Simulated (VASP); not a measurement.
A run of VASP 6.6.1:

File INCAR:

```
SYSTEM = CaO
PREC = Accurate ; ENCUT = 520
EDIFF = 1E-6 ; ISMEAR = 0
SIGMA = 0.01 ; LREAL = .False.
LASPH = .True. ; NELM = 80
ALGO = Normal ; ISIF = 2
LWAVE = .False. ; LCHARG = .False.
GGA = CA ; NBANDS = 15
```

File KPOINTS:

```
regular mesh
0
Gamma
  8 8 8
  0 0 0
```

The input POSCAR:

```
CaO
1.0
    2.3421800694      2.3421800694      0.0000000000
   -2.3421800694      2.3421800694      0.0000000000
    0.0000000000      2.3421800694      2.3600092332
Ca O
1 1
Direct
    0.0000000000      0.0000000000      0.0000000000
    0.5000000000      0.5000000000      0.0000000000
```

Potentials or basis: VASP PAW LDA potentials, release 64 (Ca_sv, O).

Command:

```sh
$ cat potpaw_LDA.64/Ca_sv/POTCAR potpaw_LDA.64/O/POTCAR > POTCAR
$ mpirun -np 1 vasp_std > vasp.out
```

Hardware: 1 thread of Intel Xeon 6975P-C, on a shared host.

Problem. Estimate the wall time of this run.

Solution. Run time: 21 s on 1 thread of Intel Xeon 6975P-C, with other jobs on the host, peak memory 0.16 GiB. Counts: scf iterations 13, k points 59.
